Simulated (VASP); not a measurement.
# NaF (Fm-3m) in VASP: notebook

NaF is run at these levels: LDA, PBE, PBEsol; tasks: single point.

Program: VASP 6.6.1. These are calculated values, not measurements. Logs are shortened: lines on timing, memory, paths and dates and some standing lists are left out, and cuts for length are marked.

## 1. The cell of the first run

The structure is cubic, space group Fm-3m (No. 225). Conventional cell: a = 4.503 Å, b = 4.503 Å, c = 4.503 Å, α = 90.00°, β = 90.00°, γ = 90.00°. Na (site symmetry m-3m) has 6 F at 2.25 Å within 3.0 Å. F (site symmetry m-3m) has 6 Na at 2.25 Å within 3.0 Å.

## 2. Single point, LDA

INCAR reads:

```
  PREC = Accurate
  ENCUT = 520
  EDIFF = 1E-6
  ISMEAR = -1
  SIGMA = 0.02
  LREAL = False
  LASPH = True
  NELM = 80
  ALGO = Normal
  ISIF = 2
  LWAVE = False
  LCHARG = False
  GGA = CA
  NBANDS = 14
```

KPOINTS reads:

```
regular mesh
0
Gamma
  8 8 8
```

POSCAR reads:

```
NaF
1.0
    0.0000000000      2.2514022718      2.2514022718
    2.2514022718      0.0000000000      2.2514022718
    2.2514022718      2.2514022718      0.0000000000
Na F
1 1
Direct
    0.0000000000      0.0000000000      0.0000000000
    0.5000000000      0.5000000000      0.5000000000
```

Potentials or basis: VASP PAW LDA potentials, release 64 (Na_pv, F).

Started as:

```console
$ cat potpaw_LDA.64/Na_pv/POTCAR potpaw_LDA.64/F/POTCAR > POTCAR
$ mpirun -np 1 vasp_std > vasp.out
```

OUTCAR:

```text
PREC = Accurate
   ENCUT = 520
   EDIFF = 1E-6
   ISMEAR = -1
   LREAL = False
   LASPH = True
   NELM = 80
   ISIF = 2
   GGA = CA

 ion  position               nearest neighbor table
   1  0.000  0.000  0.000-   2 2.25   2 2.25   2 2.25   2 2.25   2 2.25   2 2.25
   2  0.500  0.500  0.500-   1 2.25   1 2.25   1 2.25   1 2.25   1 2.25   1 2.25

  LATTYP: Found a face centered cubic cell.
 ALAT       =     4.5028045436

  Lattice vectors:

 A1 = (   0.0000000000,   2.2514022718,   2.2514022718)
 A2 = (   2.2514022718,   0.0000000000,   2.2514022718)
 A3 = (   2.2514022718,   2.2514022718,   0.0000000000)

Analysis of symmetry for initial positions (statically):
=====================================================================
 Subroutine PRICEL returns:
 Original cell was already a primitive cell.

 Routine SETGRP: Setting up the symmetry group for a
 face centered cubic supercell.

 Subroutine GETGRP returns: Found 48 space group operations
 (whereof 48 operations were pure point group operations)
 out of a pool of 48 trial point group operations.

The static configuration has the point symmetry O_h .

Analysis of symmetry for dynamics (positions and initial velocities):
=====================================================================
 Subroutine PRICEL returns:
 Original cell was already a primitive cell.

 Routine SETGRP: Setting up the symmetry group for a
 face centered cubic supercell.

 Subroutine GETGRP returns: Found 48 space group operations
 (whereof 48 operations were pure point group operations)
 out of a pool of 48 trial point group operations.

The dynamic configuration has the point symmetry O_h .

 Subroutine INISYM returns: Found 48 space group operations
 (whereof 48 operations are pure point group operations),
 and found     1 'primitive' translations

----------------------------------------------------------------------------------------

                                     Primitive cell

  volume of cell :      22.8239

  direct lattice vectors                    reciprocal lattice vectors
     0.000000000  2.251402272  2.251402272    -0.222083813  0.222083813  0.222083813
     2.251402272  0.000000000  2.251402272     0.222083813 -0.222083813  0.222083813
     2.251402272  2.251402272  0.000000000     0.222083813  0.222083813 -0.222083813

  length of vectors
     3.183963627  3.183963627  3.183963627     0.384660447  0.384660447  0.384660447

  position of ions in fractional coordinates (direct lattice)
     0.000000000  0.000000000  0.000000000
     0.500000000  0.500000000  0.500000000

  ion indices of the primitive-cell ions
   primitive index   ion index
                 1           1
                 2           2

----------------------------------------------------------------------------------------

 KPOINTS: regular mesh

Automatic generation of k-mesh.
 Grid dimensions read from file:
 generate k-points for:    8    8    8

 Generating k-lattice:

  Cartesian coordinates                     Fractional coordinates (reciprocal lattice)
    -0.027760477  0.027760477  0.027760477     0.125000000  0.000000000  0.000000000
     0.027760477 -0.027760477  0.027760477     0.000000000  0.125000000  0.000000000
     0.027760477  0.027760477 -0.027760477     0.000000000  0.000000000  0.125000000

  Length of vectors
     0.048082556  0.048082556  0.048082556

  Shift w.r.t. Gamma in fractional coordinates (k-lattice)
     0.000000000  0.000000000  0.000000000

 Subroutine IBZKPT returns following result:
 ===========================================

 Found     29 irreducible k-points:

 Following reciprocal coordinates:
            Coordinates               Weight
  0.000000  0.000000  0.000000      1.000000
  0.125000  0.000000  0.000000      8.000000
  0.250000  0.000000  0.000000      8.000000
  0.375000  0.000000  0.000000      8.000000
  0.500000  0.000000  0.000000      4.000000
  0.125000  0.125000  0.000000      6.000000
[... 16 lines left out ...]
  0.500000  0.250000  0.125000     48.000000
 -0.375000  0.250000  0.125000     24.000000
 [... further k-points ...]
   k-points           NKPTS =     29   k-points in BZ     NKDIM =     29   number of bands    NBANDS=     14
   number of dos      NEDOS =    301   number of ions     NIONS =      2
   total plane-waves  NPLWV =  13824
   dimension x,y,z NGX =    24 NGY =   24 NGZ =   24
   dimension x,y,z NGXF=    48 NGYF=   48 NGZF=   48
   ions per type =               1   1
   NGX,Y,Z   is equivalent  to a cutoff of  12.53, 12.53, 12.53 a.u.
   NGXF,Y,Z  is equivalent  to a cutoff of  25.06, 25.06, 25.06 a.u.
 SYSTEM =  unknown system
   PREC   = accura    normal or accurate (medium, high low for compatibility)
   ISTART =      0    job   : 0-new  1-cont  2-samecut
   ICHARG =      2    charge: 1-file 2-atom 10-const
   ISPIN  =      1    spin polarized calculation?
   LNONCOLLINEAR =      F non collinear calculations
   LSORBIT =      F    spin-orbit coupling
   LASPH  =      T    aspherical Exc in radial PAW
   ENCUT  =  520.0 eV  38.22 Ry    6.18 a.u.   5.92  5.92  5.92*2*pi/ulx,y,z
   NELM   =     80;   NELMIN=  2; NELMDL= -5     # of ELM steps
   EDIFF  = 0.1E-05   stopping-criterion for ELM
   LREAL  =      F    real-space projection
   EDIFFG = 0.1E-04   stopping-criterion for IOM
   NSW    =      0    number of steps for IOM
   IBRION =     -1    ionic relax: 0-MD 1-quasi-New 2-CG
   NFREE  =      0    steps in history (QN), initial steepest desc. (CG)
   ISIF   =      2    stress and relaxation
   ISYM   =      2    0-nonsym 1-usesym 2-fastsym
   POTIM  = 0.5000    time-step for ionic-motion
   TEBEG  =    0.0;   TEEND  =   0.0 temperature during run
   PSTRESS=    0.0 pullay stress
   NELECT =      14.0000    total number of electrons
   NUPDOWN=      -1.0000    fix difference up-down
   EMIN   =  10.00;   EMAX   =-10.00  energy-range for DOS
   EFERMI =   0.00;   METHOD = LEGACY
   ISMEAR =    -1;   SIGMA  =   0.02  broadening in eV -4-tet -1-fermi 0-gaus
   EFERMI_NEDOS =   21; number of points for ismear=-14 and -15
   IALGO  =     38    algorithm
   IMIX   =      4    mixing-type and parameters
     AMIX     =   0.40;   BMIX     =  1.00
     AMIX_MAG =   1.60;   BMIX_MAG =  1.00
  volume/ion in A,a.u.               =      11.41        77.01
  Fermi-wavevector in a.u.,A,eV,Ry     =   1.390981  2.628572 26.324920  1.934827
  Thomas-Fermi vector in A             =   2.514864
   LORBIT       =      0    0 simple, 1 ext, 2 COOP (PROOUT), +10 PAW based schemes
   GGA     = CA    functional components
   LHFCALC =     F    Hartree Fock is set to
   AEXX    =    0.0000 exact exchange contribution
   IVDW    =     0    specifies the selected vdW correction
   LEPSILON=     F    determine dielectric tensor
   LRPA    =     F    only Hartree local field effects (RPA)
 non-spin polarized calculation
  energy-cutoff  :      520.00
  volume of cell :       22.82
 maximum number of plane-waves:       636
   NGX = 11   NGY = 11   NGZ = 11

 number of electron      14.0000021 magnetization

 Free energy of the ion-electron system (eV)
  ---------------------------------------------------
  ext. energy  EPLUGINS =         0.00000000
  ---------------------------------------------------
  free energy    TOTEN  =        -9.33257953 eV

  energy without entropy =       -9.33257953  energy(sigma->0) =       -9.33257953

 E-fermi :  -1.7055     XC(G=0): -10.3839

 val. band max:       -2.1117162264   @ k =   0.0000   0.0000   0.0000
 cond. band min:       4.3235386578   @ k =   0.0000   0.0000   0.0000
 fundamental gap:      6.4352548843
 Fermi energy:        -1.7055041643

 k-point     1 :       0.0000    0.0000    0.0000
  band No.  band energies     occupation
      1     -21.0344      2.00000
      2     -20.6329      2.00000
      3     -20.6329      2.00000
      4     -20.6329      2.00000
      5      -2.1117      2.00000
      6      -2.1117      2.00000
      7      -2.1117      2.00000
      8       4.3235      0.00000
      9      17.0168      0.00000
     10      17.0168      0.00000
     11      17.0168      0.00000
     12      20.0135      0.00000
     13      22.3415      0.00000
     14      22.3415      0.00000

 k-point     2 :       0.1250    0.0000    0.0000
  band No.  band energies     occupation
      1     -21.2489      2.00000
      2     -20.6353      2.00000
      3     -20.6353      2.00000
      4     -20.3905      2.00000
      5      -2.4611      2.00000
      6      -2.1591      2.00000
      7      -2.1591      2.00000
      8       4.9114      0.00000
      9      15.2309      0.00000
     10      17.2934      0.00000
     11      17.2934      0.00000
     12      21.8291      0.00000
     13      21.8291      0.00000
     14      22.1037      0.00000

 k-point     3 :       0.2500    0.0000    0.0000
  band No.  band energies     occupation
      1     -21.5177      2.00000
      2     -20.6410      2.00000
      3     -20.6410      2.00000
      4     -20.0535      2.00000
      5      -3.1665      2.00000
      6      -2.2717      2.00000
      7      -2.2717      2.00000
      8       6.2928      0.00000
      9      13.1449      0.00000
     10      17.9309      0.00000
     11      17.9309      0.00000
     12      21.1948      0.00000
     13      21.1948      0.00000
     14      23.1165      0.00000

 k-point     4 :       0.3750    0.0000    0.0000
  band No.  band energies     occupation
      1     -21.6963      2.00000
      2     -20.6467      2.00000
      3     -20.6467      2.00000
      4     -19.8049      2.00000
      5      -3.7558      2.00000
      6      -2.3818      2.00000
      7      -2.3818      2.00000
      8       7.8582      0.00000
      9      11.5703      0.00000
     10      18.3934      0.00000
     11      18.3934      0.00000
     12      21.1735      0.00000
     13      21.1735      0.00000
     14      22.6633      0.00000

 k-point     5 :       0.5000    0.0000    0.0000
  band No.  band energies     occupation
      1     -21.7579      2.00000
      2     -20.6490      2.00000
      3     -20.6490      2.00000
      4     -19.7136      2.00000
      5      -3.9778      2.00000
      6      -2.4268      2.00000
      7      -2.4268      2.00000
      8       8.8011      0.00000
      9      10.7194      0.00000
     10      18.4876      0.00000
     11      18.4876      0.00000
[... 276 lines left out ...]
 k-point    22 :       0.3750    0.2500    0.1250
  band No.  band energies     occupation
      1     -21.4915      2.00000
      2     -20.6851      2.00000
      3     -20.6526      2.00000
      4     -20.0261      2.00000
      5      -3.3276      2.00000
      6      -2.4852      2.00000
      7      -2.3695      2.00000
      8       7.3569      0.00000
      9      12.4733      0.00000
     10      16.7211      0.00000
     11      18.3824      0.00000
     12      18.6980      0.00000
     13      22.7724      0.00000
     14      26.2771      0.00000

 k-point    23 :       0.5000    0.2500    0.1250
  band No.  band energies     occupation
      1     -21.5384      2.00000
      2     -20.7064      2.00000
      3     -20.6662      2.00000
      4     -19.9269      2.00000
      5      -3.5613      2.00000
      6      -2.6988      2.00000
      7      -2.4725      2.00000
      8       8.8292      0.00000
      9      11.5854      0.00000
     10      15.8307      0.00000
     11      17.7418      0.00000
     12      19.9322      0.00000
     13      22.1374      0.00000
     14      26.6433      0.00000

 k-point    24 :      -0.3750    0.2500    0.1250
  band No.  band energies     occupation
      1     -21.5552      2.00000
      2     -20.7109      2.00000
      3     -20.6765      2.00000
      4     -19.8883      2.00000
      5      -3.6437      2.00000
      6      -2.7923      2.00000
      7      -2.5171      2.00000
      8       9.8410      0.00000
      9      10.9012      0.00000
     10      15.5070      0.00000
     11      17.4549      0.00000
     12      20.6011      0.00000
     13      21.7104      0.00000
     14      26.7988      0.00000

 [... further k-points ...]

------------------------ aborting loop because EDIFF is reached ----------------------------------------

  FORCE on cell =-STRESS in cart. coord.  units (eV):
  Direction    XX          YY          ZZ          XY          YZ          ZX
  --------------------------------------------------------------------------------------
  -------------------------------------------------------------------------------------
  Total       -0.0041974     -0.0041974     -0.0041974     -0.0000000      0.0000000      0.0000000
  in kB       -0.2946495     -0.2946495     -0.2946495     -0.0000000      0.0000000      0.0000000
  external PRESSURE =      -0.2946495 kB  Pullay stress =       0.0000000 kB

 VOLUME and BASIS-vectors are now :
 -----------------------------------------------------------------------------
  energy-cutoff  :      520.00
  volume of cell :       22.82
      direct lattice vectors                 reciprocal lattice vectors
     0.000000000  2.251402272  2.251402272    -0.222083813  0.222083813  0.222083813
     2.251402272  0.000000000  2.251402272     0.222083813 -0.222083813  0.222083813
     2.251402272  2.251402272  0.000000000     0.222083813  0.222083813 -0.222083813

 POSITION                                       TOTAL-FORCE (eV/Angst)
 -----------------------------------------------------------------------------------
      0.00000      0.00000      0.00000        -0.000000     -0.000000     -0.000000
      2.25140      2.25140      2.25140         0.000000      0.000000      0.000000
 -----------------------------------------------------------------------------------
    total drift:                                0.000000     -0.000000      0.000000

  FREE ENERGIE OF THE ION-ELECTRON SYSTEM (eV)
  ---------------------------------------------------
  free  energy   TOTEN  =        -9.3325795251 eV

  energy  without entropy=       -9.3325795251  energy(sigma->0) =       -9.33257953
```

It took 11 s on 1 thread of AMD EPYC 7R13, shared host; peak memory 0.09 GiB.

Results:

| Item | Value |
| --- | --- |
| Free energy | -9.3326 eV |
| Pressure | 0.0 GPa |
| Band gap on the k mesh | 6.44 eV |

## 3. Single point, PBE

This run uses another cell than the first one, of 12.97 Å³/atom.

INCAR reads:

```
PREC     = Accurate       # precision mode
ENCUT    = 520            # plane-wave cutoff, eV
EDIFF    = 1E-7           # SCF threshold, eV
ISMEAR   = -1             # smearing method
SIGMA    = 0.02           # smearing width, eV
LREAL    = False          # projectors in reciprocal space
LASPH    = True           # aspherical terms in the spheres
NELM     = 80             # most SCF steps
ALGO     = Normal         # electronic algorithm
ISIF     = 2              # what is computed and relaxed
LWAVE    = False          # write WAVECAR
LCHARG   = True           # write CHGCAR
GGA      = PE             # functional
LELF     = True           # ELF
LVHAR    = True         
NBANDS   = 14             # bands
```

KPOINTS reads:

```
Automatic mesh
0
Gamma
  8 8 8
```

POSCAR reads:

```
NaF
1.0
    0.0000000000      2.3497438045      2.3497438045
    2.3497438045      0.0000000000      2.3497438045
    2.3497438045      2.3497438045      0.0000000000
Na F
1 1
Direct
    0.0000000000      0.0000000000      0.0000000000
    0.5000000000      0.5000000000      0.5000000000
```

Potentials or basis: VASP PAW PBE potentials, release 64 (Na_pv, F).

Started as:

```console
$ cat potpaw_PBE.64/Na_pv/POTCAR potpaw_PBE.64/F/POTCAR > POTCAR
$ mpirun -np 1 vasp_std > vasp.out
```

Wall time 18 s (1 thread of AMD EPYC 7R13, shared host); peak memory 0.12 GiB.

Results (log left out):

| Property | Result |
| --- | --- |
| Free energy | -8.5695 eV |
| Pressure | -0.1 GPa |
| Band gap on the k mesh | 6.08 eV |

Levels at points of the mesh, in eV from the valence-band top:
```tsv
k point	band 3	band 4	band 5	band 6	band 7	band 8	band 9	band 10	band 11	band 12
(0.00, 0.00, 0.00)	-19.07	-19.07	0.00	0.00	0.00	6.08	18.67	18.67	18.67	21.45
(0.50, 0.00, 0.00)	-19.09	-18.28	-1.50	-0.23	-0.23	10.52	12.11	19.65	19.65	22.41
(0.50, 0.50, 0.00)	-19.12	-18.88	-1.21	-0.38	-0.38	12.81	13.16	13.19	19.23	19.23
```

## 4. Single point, PBEsol

This run uses another cell than the first one, of 12.40 Å³/atom.

INCAR reads:

```
ALGO = Normal
EDIFF = 1E-6
ENCUT = 520
GGA = PS
ISIF = 2
ISMEAR = -1
LASPH = True
LCHARG = False
LREAL = False
LWAVE = False
NBANDS = 14
NELM = 60
PREC = Accurate
SIGMA = 0.02
```

KPOINTS reads:

```
k-points
0
Gamma
  8 8 8
```

POSCAR reads:

```
NaF
1.0
    0.0000000000      2.3147207644      2.3147207644
    2.3147207644      0.0000000000      2.3147207644
    2.3147207644      2.3147207644      0.0000000000
Na F
1 1
Direct
    0.0000000000      0.0000000000      0.0000000000
    0.5000000000      0.5000000000      0.5000000000
```

Started as:

```console
$ cat potpaw_PBE.64/Na_pv/POTCAR potpaw_PBE.64/F/POTCAR > POTCAR
$ mpirun -np 1 vasp_std > vasp.out
```

Run time: 13 s. Hardware: 1 thread of AMD EPYC 7R13, shared host; peak memory 0.1 GiB.

The run converged. Its results:

| Item | Value |
| --- | --- |
| Free energy | -8.7688 eV |
| Pressure | -0.1 GPa |
| Band gap on the k mesh | 6.18 eV |

Levels at points of the mesh, in eV from the valence-band top:
| k point | band 4 | band 5 | band 6 | band 7 | band 8 | band 9 | band 10 | band 11 |
| --- | --- | --- | --- | --- | --- | --- | --- | --- |
| (0.00, 0.00, 0.00) | -18.76 | 0.00 | 0.00 | 0.00 | 6.18 | 18.86 | 18.86 | 18.86 |
| (0.50, 0.00, 0.00) | -18.01 | -1.63 | -0.26 | -0.26 | 10.62 | 12.36 | 20.01 | 20.01 |
| (0.50, 0.50, 0.00) | -18.80 | -1.30 | -0.41 | -0.41 | 13.00 | 13.10 | 13.56 | 19.68 |

Caveat: the PAW data sets were made with another functional, which shifts forces and pressure a little.

## 5. Summary

| level | potentials or basis | cell | gap on the mesh (eV) | pressure (GPa) |
| --- | --- | --- | --- | --- |
| LDA | VASP PAW LDA potentials, release 64 (Na_pv, F) | a = 3.184 Å, angles 60.0°, 2 atoms | 6.44 | 0.0 |
| PBE | VASP PAW PBE potentials, release 64 (Na_pv, F) | a = 3.323 Å, angles 60.0°, 2 atoms | 6.08 | -0.1 |
| PBEsol | VASP PAW PBE potentials, release 64 (Na_pv, F) | a = 3.274 Å, angles 60.0°, 2 atoms | 6.18 | -0.1 |

Alike in all rows: task single point; no spin polarisation; k mesh 8 × 8 × 8; cutoff (eV) 520; smearing fermi-dirac 0.02 eV.

Caveats: the PAW data sets were made with another functional, which shifts forces and pressure a little (at least some runs).

Total energies depend on the potentials used, so only differences within one code and one set of settings carry meaning.
